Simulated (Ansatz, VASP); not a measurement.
# Sb: VASP beside Ansatz

The input INCAR:

```
SYSTEM = Sb
PREC = Accurate
ENCUT = 520
EDIFF = 1E-6
ISMEAR = -1
SIGMA = 0.1
LREAL = .FALSE.
LASPH = .TRUE.
NELM = 80
ALGO = Normal
ISIF = 2
LWAVE = .FALSE.
LCHARG = .FALSE.
GGA = PE
NBANDS = 12
```

Contents of KPOINTS:

```
Automatic mesh
0
G
  9 9 9
  0 0 0
```

The input POSCAR:

```
Sb
1.0
    2.1879029667      1.2631863668      3.8431731385
   -2.1879029667      1.2631863668      3.8431731385
    0.0000000000     -2.5263727336      3.8431731385
Sb
2
Direct
    0.2326795448      0.2326795448      0.2326795448
    0.7673204552      0.7673204552      0.7673204552
```

Input for Ansatz:

```yaml
crystal:
  lattice:
    - [2.1879029667, 1.2631863668, 3.8431731385]
    - [-2.1879029667, 1.2631863668, 3.8431731385]
    - [0.0, -2.5263727336, 3.8431731385]
  atoms:
    - { symbol: Sb, position: [0.2326795448, 0.2326795448, 0.2326795448] }
    - { symbol: Sb, position: [0.7673204552, 0.7673204552, 0.7673204552] }
hamiltonian:
  xc: pbe
  pseudopotentials:
    kind: paw
    azcp:
      Sb: "pseudopotentials/Sb.paw.azcp"
basis:
  ecutwfc: 420
  fft_grid_basis: typed
kpoints:
  mp_grid: { grid: [9, 9, 9], shift: [0, 0, 0] }
magnetization:
  spin_polarized: false
scf:
  occupations: { method: fermi_dirac, width: 0.1 }
  lower_state_search: "off"
output:
  stress: true
  write_density: true
  write_potential: true
  elf: true
  volumetric_format: npy
```

Alike in both runs: task single point; functional PBE; k mesh 9 × 9 × 9; occupations fermi-dirac, width 0.1 eV; no spin polarisation.

|  | VASP | Ansatz |
| --- | --- | --- |
| version | VASP 6.6.1 | Ansatz 0.2.0 |
| potentials or method | VASP PAW PBE potentials, release 64 (Sb), cutoff 520 eV | plane waves (420 eV) with PAW, scalar-relativistic |
| valence electrons in the cell | 10 | 30 |

Ansatz gave:

| Item | Value |
| --- | --- |
| pressure (GPa) | 0.0 |

Question: Which values does VASP return?

Answer: Pressure (GPa): 0.1.

VASP's potentials hold 10 valence electrons a cell and Ansatz's 30, so a difference there can come from the potentials and not from the codes.

Spin-orbit coupling is off throughout.
